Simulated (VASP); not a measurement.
# NiO (R3m) in VASP: single point with PBE

Aim: the single point of NiO with PBE.

All numbers are computed with VASP 6.6.1; they aren't measurements. Logs are shortened: lines on timing, memory, paths and dates and some standing lists are left out, and cuts for length are marked.

**1. The cell of the first run**

The structure is trigonal, space group R3m (No. 160). The conventional cell has a = 2.949 Å, b = 2.949 Å, c = 7.223 Å, α = 90.00°, β = 90.00°, γ = 120.00°. Within 2.7 Å of Ni (site symmetry 3m) lie 6 O at 2.07 to 2.10 Å. O (site symmetry 3m) has 6 Ni at 2.07 to 2.10 Å within 2.7 Å.

**2. Single point, PBE, collinear spin, antiferromagnetic start**

INCAR reads:

```
  PREC = Accurate
  ENCUT = 600
  EDIFF = 1E-6
  ISMEAR = 0
  SIGMA = 0.01
  LREAL = F
  LASPH = T
  NELM = 200
  ALGO = Normal
  ISIF = 2
  LWAVE = F
  LCHARG = F
  ISPIN = 2
  MAGMOM = 2 -2 0 0
  LORBIT = 11
  LMAXMIX = 4
  GGA = PE
  NBANDS = 28
  GGA_COMPAT = F
```

KPOINTS reads:

```
regular mesh
0
Gamma
  4 4 4
```

POSCAR reads:

```
NiO
1.0
    4.1700000000      2.0850000000      2.0850000000
    2.0850000000      4.1700000000      2.0850000000
    2.0850000000      2.0850000000      4.1700000000
Ni O
2 2
Direct
   -0.0003300761     -0.0003300761     -0.0003300761
    0.4996696185      0.4996696185      0.4996696185
    0.2512114664      0.2512114664      0.2512114664
    0.7512114664      0.7512114664      0.7512114664
```

Potentials or basis: VASP PAW PBE potentials, release 64 (Ni, O).

Command:

```
cat potpaw_PBE.64/Ni/POTCAR potpaw_PBE.64/O/POTCAR > POTCAR
mpirun -np 1 vasp_std > vasp.out
```

OUTCAR:

```text
PREC = Accurate
   ENCUT = 600
   EDIFF = 1E-6
   ISMEAR = 0
   LREAL = F
   LASPH = T
   NELM = 200
   ISIF = 2
   ISPIN = 2
   LORBIT = 11
   GGA = PE

 ion  position               nearest neighbor table
   1  1.000  1.000  1.000-   3 2.07   3 2.07   3 2.07   4 2.10   4 2.10   4 2.10   2 2.95   2 2.95
                             2 2.95   2 2.95   2 2.95   2 2.95
   2  0.500  0.500  0.500-   4 2.07   4 2.07   4 2.07   3 2.10   3 2.10   3 2.10   1 2.95   1 2.95
                             1 2.95   1 2.95   1 2.95   1 2.95
   3  0.251  0.251  0.251-   1 2.07   1 2.07   1 2.07   2 2.10   2 2.10   2 2.10
   4  0.751  0.751  0.751-   2 2.07   2 2.07   2 2.07   1 2.10   1 2.10   1 2.10

  LATTYP: Found a trigonal (rhomboedric) cell.
 ALAT       =     5.1071861137
 COS(alpha) =     0.8333333333

  Lattice vectors:

 A1 = (   4.1700000000,   2.0850000000,   2.0850000000)
 A2 = (   2.0850000000,   4.1700000000,   2.0850000000)
 A3 = (   2.0850000000,   2.0850000000,   4.1700000000)

Analysis of symmetry for initial positions (statically):
=====================================================================
 Subroutine PRICEL returns following result:

  LATTYP: Found a face centered cubic cell.
 ALAT       =     4.1700000000
[... 12 lines left out ...]
 Subroutine GETGRP returns: Found  6 space group operations
 (whereof  6 operations were pure point group operations)
 out of a pool of 12 trial point group operations.

The static configuration has the point symmetry C_3v.

Analysis of symmetry for dynamics (positions and initial velocities):
=====================================================================
 Subroutine PRICEL returns following result:

  LATTYP: Found a face centered cubic cell.
 ALAT       =     4.1700000000
[... 12 lines left out ...]
 Subroutine GETGRP returns: Found  6 space group operations
 (whereof  6 operations were pure point group operations)
 out of a pool of 12 trial point group operations.

The dynamic configuration has the point symmetry C_3v.

Analysis of structural, dynamic, and magnetic symmetry:
=====================================================================
 Subroutine PRICEL returns following result:

  LATTYP: Found a face centered cubic cell.
 ALAT       =     4.1700000000
[... 12 lines left out ...]
 Subroutine GETGRP returns: Found  6 space group operations
 (whereof  6 operations were pure point group operations)
 out of a pool of 12 trial point group operations.

The overall configuration has the point symmetry C_3v.

 Subroutine INISYM returns: Found  6 space group operations
 (whereof  6 operations are pure point group operations),
 and found     2 'primitive' translations

----------------------------------------------------------------------------------------

                                     Primitive cell

  volume of cell :      18.1279

  direct lattice vectors                    reciprocal lattice vectors
     0.000000000 -2.085000000  2.085000000     0.239808593 -0.239808300  0.239808007
    -2.084994906  0.000005094  2.085005094    -0.239807714  0.239808007  0.239808007
    -2.084997453 -2.084997453  0.000002547    -0.239809472 -0.239807714 -0.239807714

  length of vectors
     2.948635278  2.948635278  2.948631675     0.415360160  0.415359483  0.415360160

  position of ions in fractional coordinates (direct lattice)
     0.999341069  0.999341069  0.001976793
     0.502423850  0.502423850  0.492728449

  ion indices of the primitive-cell ions
   primitive index   ion index
                 1           1
                 2           4

----------------------------------------------------------------------------------------

 KPOINTS: regular mesh

Automatic generation of k-mesh.
 Grid dimensions read from file:
 generate k-points for:    4    4    4

 Generating k-lattice:

  Cartesian coordinates                     Fractional coordinates (reciprocal lattice)
     0.089928058 -0.029976019 -0.029976019     0.250000000  0.000000000  0.000000000
    -0.029976019  0.089928058 -0.029976019     0.000000000  0.250000000  0.000000000
    -0.029976019 -0.029976019  0.089928058     0.000000000  0.000000000  0.250000000

  Length of vectors
     0.099419208  0.099419208  0.099419208

  Shift w.r.t. Gamma in fractional coordinates (k-lattice)
     0.000000000  0.000000000  0.000000000

 Subroutine IBZKPT returns following result:
 ===========================================

 Found     13 irreducible k-points:

 Following reciprocal coordinates:
            Coordinates               Weight
  0.000000  0.000000  0.000000      1.000000
  0.250000  0.000000  0.000000      6.000000
  0.500000  0.000000  0.000000      3.000000
  0.250000  0.250000  0.000000      6.000000
  0.500000  0.250000  0.000000     12.000000
 -0.250000  0.250000  0.000000      6.000000
  0.500000  0.500000  0.000000      3.000000
  0.250000  0.250000  0.250000      2.000000
  0.500000  0.250000  0.250000      6.000000
 -0.250000  0.250000  0.250000      6.000000
  0.500000  0.500000  0.250000      6.000000
 -0.250000  0.500000  0.250000      6.000000
  0.500000  0.500000  0.500000      1.000000
   k-points           NKPTS =     13   k-points in BZ     NKDIM =     13   number of bands    NBANDS=     28
   number of dos      NEDOS =    301   number of ions     NIONS =      4
   total plane-waves  NPLWV =  74088
   dimension x,y,z NGX =    42 NGY =   42 NGZ =   42
   dimension x,y,z NGXF=    84 NGYF=   84 NGZF=   84
   ions per type =               2   2
   NGX,Y,Z   is equivalent  to a cutoff of  13.67, 13.67, 13.67 a.u.
   NGXF,Y,Z  is equivalent  to a cutoff of  27.34, 27.34, 27.34 a.u.
 SYSTEM =  unknown system
   PREC   = accura    normal or accurate (medium, high low for compatibility)
   ISTART =      0    job   : 0-new  1-cont  2-samecut
   ICHARG =      2    charge: 1-file 2-atom 10-const
   ISPIN  =      2    spin polarized calculation?
   LNONCOLLINEAR =      F non collinear calculations
   LSORBIT =      F    spin-orbit coupling
   LASPH  =      T    aspherical Exc in radial PAW
   ENCUT  =  600.0 eV  44.10 Ry    6.64 a.u.  10.20 10.20 10.20*2*pi/ulx,y,z
   NELM   =    200;   NELMIN=  2; NELMDL= -5     # of ELM steps
   EDIFF  = 0.1E-05   stopping-criterion for ELM
   LREAL  =      F    real-space projection
   EDIFFG = 0.1E-04   stopping-criterion for IOM
   NSW    =      0    number of steps for IOM
   IBRION =     -1    ionic relax: 0-MD 1-quasi-New 2-CG
   NFREE  =      0    steps in history (QN), initial steepest desc. (CG)
   ISIF   =      2    stress and relaxation
   ISYM   =      2    0-nonsym 1-usesym 2-fastsym
   POTIM  = 0.5000    time-step for ionic-motion
   TEBEG  =    0.0;   TEEND  =   0.0 temperature during run
   PSTRESS=    0.0 pullay stress
   NELECT =      32.0000    total number of electrons
   NUPDOWN=      -1.0000    fix difference up-down
   EMIN   =  10.00;   EMAX   =-10.00  energy-range for DOS
   EFERMI =   0.00;   METHOD = LEGACY
   ISMEAR =     0;   SIGMA  =   0.01  broadening in eV -4-tet -1-fermi 0-gaus
   EFERMI_NEDOS =   21; number of points for ismear=-14 and -15
   IALGO  =     38    algorithm
   IMIX   =      4    mixing-type and parameters
     AMIX     =   0.40;   BMIX     =  1.00
     AMIX_MAG =   1.60;   BMIX_MAG =  1.00
  volume/ion in A,a.u.               =       9.06        61.17
  Fermi-wavevector in a.u.,A,eV,Ry     =   1.570358  2.967547 33.552312  2.466025
  Thomas-Fermi vector in A             =   2.672104
   LORBIT       =     11    0 simple, 1 ext, 2 COOP (PROOUT), +10 PAW based schemes
   GGA     = PE    functional components
   LHFCALC =     F    Hartree Fock is set to
   AEXX    =    0.0000 exact exchange contribution
   IVDW    =     0    specifies the selected vdW correction
   LEPSILON=     F    determine dielectric tensor
   LRPA    =     F    only Hartree local field effects (RPA)
 spin polarized calculation
 Gauss-broadening in eV      SIGMA  =   0.01
  energy-cutoff  :      600.00
  volume of cell :       36.26
 maximum number of plane-waves:      1230
 NGX is ok and might be reduce to    42
   NGX = 21   NGY = 21   NGZ = 21

 number of electron      32.0000006 magnetization      -0.0000000

 Free energy of the ion-electron system (eV)
  ---------------------------------------------------
  ext. energy  EPLUGINS =         0.00000000
  ---------------------------------------------------
  free energy    TOTEN  =       -23.44594659 eV

  energy without entropy =      -23.44594659  energy(sigma->0) =      -23.44594659

 E-fermi :   7.4777     XC(G=0): -12.7054

 val. band max:        7.4115496324   @ k =   0.2500   0.2500   0.0000
 cond. band min:       8.3678739696   @ k =   0.5000   0.2500   0.2500
 fundamental gap:      0.9563243372
 Fermi energy:         7.4776511899

 spin component 1

 k-point     1 :       0.0000    0.0000    0.0000
  band No.  band energies     occupation
      1     -12.2701      1.00000
      2     -10.8608      1.00000
      3      -0.1328      1.00000
      4       2.4608      1.00000
      5       2.4609      1.00000
      6       5.1326      1.00000
[... 392 lines left out ...]
     27      28.5004      0.00000
     28      28.5672      0.00000
 Fermi energy:         7.4776511899

 spin component 2

 k-point     1 :       0.0000    0.0000    0.0000
  band No.  band energies     occupation
      1     -12.2701      1.00000
      2     -10.8608      1.00000
      3      -0.1328      1.00000
      4       2.4608      1.00000
      5       2.4609      1.00000
      6       5.1326      1.00000
[... 392 lines left out ...]
     27      28.5004      0.00000
     28      28.5672      0.00000

------------------------ aborting loop because EDIFF is reached ----------------------------------------

  FORCE on cell =-STRESS in cart. coord.  units (eV):
  Direction    XX          YY          ZZ          XY          YZ          ZX
  --------------------------------------------------------------------------------------
  -------------------------------------------------------------------------------------
  Total        0.7192353      0.7192353      0.7192353     -0.0841986     -0.0841986     -0.0841986
  in kB       31.7836247     31.7836247     31.7836247     -3.7208062     -3.7208062     -3.7208062
  external PRESSURE =      31.7836247 kB  Pullay stress =       0.0000000 kB

 VOLUME and BASIS-vectors are now :
 -----------------------------------------------------------------------------
  energy-cutoff  :      600.00
  volume of cell :       36.26
      direct lattice vectors                 reciprocal lattice vectors
     4.170000000  2.085000000  2.085000000     0.359712230 -0.119904077 -0.119904077
     2.085000000  4.170000000  2.085000000    -0.119904077  0.359712230 -0.119904077
     2.085000000  2.085000000  4.170000000    -0.119904077 -0.119904077  0.359712230

 POSITION                                       TOTAL-FORCE (eV/Angst)
 -----------------------------------------------------------------------------------
      8.33725      8.33725      8.33725         0.056319      0.056319      0.056319
      4.16724      4.16724      4.16724         0.056319      0.056319      0.056319
      2.09510      2.09510      2.09510        -0.056319     -0.056319     -0.056319
      6.26510      6.26510      6.26510        -0.056319     -0.056319     -0.056319
 -----------------------------------------------------------------------------------
    total drift:                                0.000138      0.000138      0.000138

  FREE ENERGIE OF THE ION-ELECTRON SYSTEM (eV)
  ---------------------------------------------------
  free  energy   TOTEN  =       -23.4459465899 eV

  energy  without entropy=      -23.4459465899  energy(sigma->0) =      -23.44594659

 total charge

# of ion       s       p       d       tot
------------------------------------------
    1        0.330   0.408   8.264   9.002
    2        0.330   0.408   8.264   9.002
    3        1.557   3.419   0.000   4.976
    4        1.557   3.419   0.000   4.976
--------------------------------------------------
tot          3.774   7.654  16.528  27.956

 magnetization (x)

# of ion       s       p       d       tot
------------------------------------------
    1       -0.011  -0.015   1.391   1.366
    2        0.011   0.015  -1.391  -1.366
    3        0.001   0.011   0.000   0.012
    4       -0.001  -0.011   0.000  -0.012
--------------------------------------------------
tot          0.000   0.000   0.000   0.000
```

Run time: 64 s. Hardware: 1 thread of Intel Xeon 6975P-C (Granite Rapids), shared host; peak memory 0.31 GiB.

Results:

```
Free energy                                           : -23.4459 eV
Pressure                                              : 3.2 GPa
Largest force                                         : 0.098 eV/Å
Band gap on the k mesh                                : 0.96 eV
Net moment                                            : 0.00 μB per cell
Site moments                                          : Ni +1.37, -1.37; O +0.01, -0.01 μB
Valence electrons inside the program's atomic spheres : Ni 9.00; O 4.98
```

Forces on the atoms (eV/Å):
```
Ni   0.056  0.056  0.056
Ni   0.056  0.056  0.056
O   -0.056 -0.056 -0.056
O   -0.056 -0.056 -0.056
```

Levels at points of the mesh, in eV from the valence-band top:
Spin up:
```
           k point  band 13  band 14  band 15  band 16  band 17  band 18  band 19  band 20
(0.00, 0.00, 0.00)    -1.52    -0.59    -0.59    -0.31     2.10     2.10     2.27     6.24
(0.50, 0.00, 0.00)    -0.49    -0.31    -0.27    -0.11     1.54     1.57     8.17     8.32
(0.50, 0.50, 0.00)    -0.81    -0.41    -0.25    -0.13     2.15     2.22     6.24     6.94
(0.50, 0.50, 0.50)    -0.80    -0.65    -0.07    -0.07     1.56     1.56     4.94     5.07
```
Spin down:
| k point | band 12 | band 13 | band 14 | band 15 | band 16 | band 17 | band 18 | band 19 | band 20 | band 21 |
| --- | --- | --- | --- | --- | --- | --- | --- | --- | --- | --- |
| (0.00, 0.00, 0.00) | -1.52 | -1.52 | -0.59 | -0.59 | -0.31 | 2.10 | 2.10 | 2.27 | 6.24 | 10.80 |
| (0.50, 0.00, 0.00) | -0.92 | -0.49 | -0.31 | -0.27 | -0.11 | 1.54 | 1.57 | 8.17 | 8.32 | 10.45 |
| (0.50, 0.50, 0.00) | -0.93 | -0.81 | -0.41 | -0.25 | -0.13 | 2.15 | 2.22 | 6.24 | 6.94 | 10.80 |
| (0.50, 0.50, 0.50) | -0.80 | -0.80 | -0.65 | -0.07 | -0.07 | 1.56 | 1.56 | 4.94 | 5.07 | 12.84 |

Caveat: the k points lie up to 0.62 Å⁻¹ apart. A k mesh can miss the band edges.
